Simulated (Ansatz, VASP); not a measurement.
**One calculation of In2GaAs3, two programs**

```xyz
6
Lattice="-2.1402 2.1402 9.0601 2.1402 -2.1402 9.0601 2.1402 2.1402 -9.0601" Properties=species:S:1:pos:R:3 pbc="T T T"
In    0.0000    0.0000    6.1021
In    0.0000    0.0000   12.0181
Ga    0.0000    0.0000    0.0000
As    2.1402    0.0000    4.5300
As    0.0000    2.1402    1.3676
As    0.0000    2.1402    7.6924
```

Alike in both runs: task single point; functional PBEsol; k mesh 1 × 1 × 1; occupations gaussian, width 0.1 eV; no spin polarisation.

|  | VASP | Ansatz |
| --- | --- | --- |
| version | VASP 6.6.1 | Ansatz 0.2.0 |
| potentials or method | VASP PAW PBE potentials, release 64 (In_d, Ga_d, As_d), cutoff 510 eV | scalar-relativistic, plane waves, PAW |
| valence electrons in the cell | 84 | 84 |

|  | VASP | Ansatz | Ansatz less VASP |
| --- | --- | --- | --- |
| pressure (GPa) | 19.5 | 19.4 | -0.06 |
| traceless stress, the component that is largest in VASP (GPa) | -5.98 | -5.99 | -0.011 |
| rms of the force components (eV/Å) | 0.489 | 0.489 | -0.0004 |

VASP's potentials were made for PBE, not for PBEsol. Atom by atom the forces differ by 0.001 eV/Å (rms over components).

The k mesh is coarse, so the values compare programs but aren't converged.
